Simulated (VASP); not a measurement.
A run of VASP 6.6.1 is set up as follows.

Contents of INCAR:

```
SYSTEM = CrPb
PREC     = Accurate       ! precision mode
ENCUT    = 520            ! plane-wave cutoff, eV
EDIFF    = 1E-7           ! SCF threshold, eV
ISMEAR   = 0              ! smearing method
SIGMA    = 0.1            ! smearing width, eV
LREAL    = .FALSE.        ! projectors in reciprocal space
LASPH    = .TRUE.         ! aspherical terms in the spheres
NELM     = 80             ! most SCF steps
ALGO     = Normal         ! electronic algorithm
ISIF     = 2              ! what is computed and relaxed
LWAVE    = .FALSE.        ! write WAVECAR
LCHARG   = .FALSE.        ! write CHGCAR
GGA      = PS             ! functional
NBANDS   = 20             ! bands
```

The input KPOINTS:

```
regular mesh
0
G
  12 12 12
  0 0 0
```

POSCAR

```
CrPb
1.0
    3.4858517531      0.0000000000      0.0000000000
    0.0000000000      3.4858517531      0.0000000000
    0.0000000000      0.0000000000      3.4858517531
Cr Pb
1 1
Direct
    0.0000000000      0.0000000000      0.0000000000
    0.5000000000      0.5000000000      0.5000000000
```

Potentials or basis: VASP PAW PBE potentials, release 64 (Cr_pv, Pb_d).

The run is started by

```console
$ cat potpaw_PBE.64/Cr_pv/POTCAR potpaw_PBE.64/Pb_d/POTCAR > POTCAR
$ mpirun -np 1 vasp_std > vasp.out
```

**Question.** Estimate the pressure.

**Answer.** -15.0 GPa.

**Question.** Estimate the band gap on the k mesh.

**Answer.** Zero (bands 13 and 14 overlap by 0.95 eV).

Caveat: the cell stands under tension; the PAW data sets were made with another functional, which shifts forces and pressure a little; spin-orbit coupling is left out, which moves the levels of the heavy elements; the run has no spin polarisation, though such a crystal can be magnetic. Spin polarisation is off, so any magnetic state and its effect on volume and gap are missing.
